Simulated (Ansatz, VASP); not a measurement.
## CdSe in VASP and in Ansatz

The input INCAR:

```
SYSTEM = CdSe
PREC = Accurate ; ENCUT = 520
EDIFF = 1E-7 ; ISMEAR = -1
SIGMA = 0.03 ; LREAL = .False.
LASPH = .True. ; NELM = 60
ALGO = Normal ; ISIF = 2
LWAVE = .False. ; LCHARG = .False.
GGA = PE ; NBANDS = 16
```

File KPOINTS:

```
regular mesh
0
Gamma
  8 8 8
  0 0 0
```

File POSCAR:

```
CdSe
1.0
    0.0000000000      3.1009739106      3.0702711986
    3.1009739106      0.0000000000      3.0702711986
    3.1009739106      3.1009739106      0.0000000000
Cd Se
1 1
Direct
    0.0000000000      0.0000000000      0.0000000000
    0.2500000000      0.2500000000      0.2500000000
```

Input for Ansatz:

```yaml
crystal:
  lattice:
    - [0.0, 3.1009739106, 3.0702711986]
    - [3.1009739106, 0.0, 3.0702711986]
    - [3.1009739106, 3.1009739106, 0.0]
  atoms:
    - { symbol: Cd, position: [0.0, 0.0, 0.0] }
    - { symbol: Se, position: [0.25, 0.25, 0.25] }
kpoints:
  mp_grid: { grid: [8, 8, 8] }
  band_path:
    path:
      - [0.0, 0.0, 0.0]
      - [0.0, 0.5, 0.5]
      - [0.25, 0.75, 0.5]
      - [0.0, 0.5, 0.0]
      - [0.0, 0.0, 0.0]
      - [0.5, 0.5, 0.0]
      - [0.3775125, 0.6224875, 0.0]
      - [-0.3775125, 0.3775125, 0.0]
      - [0.0, 0.0, 0.0]
    npoints: 5
scf:
  occupations: { method: fermi_dirac, width: 0.03 }
hamiltonian:
  xc: pbe
  pseudopotentials: { kind: all_electron, lapw: { basis_error: 0.001 } }
output:
  forces: true
  stress: true
  eigenvalues: true
```

Change from the starting cell: equal xx and yy strain of +1 %.

Alike in both runs: task single point; functional PBE; k mesh 8 × 8 × 8; occupations fermi-dirac, width 0.03 eV; no spin polarisation.

|  | VASP | Ansatz |
| --- | --- | --- |
| version | VASP 6.6.1 | Ansatz 0.2.0 |
| potentials or method | VASP PAW PBE potentials, release 64 (Cd, Se), cutoff 520 eV | all-electron LAPW, scalar-relativistic |

|  | VASP | Ansatz | Ansatz less VASP |
| --- | --- | --- | --- |
| pressure (GPa) | 0.6 | 0.3 | -0.24 |
| traceless stress, the component that is largest in VASP (GPa) | 0.11 | 0.11 | +0.002 |

Ansatz ran all-electron here, and VASP with PAW potentials.
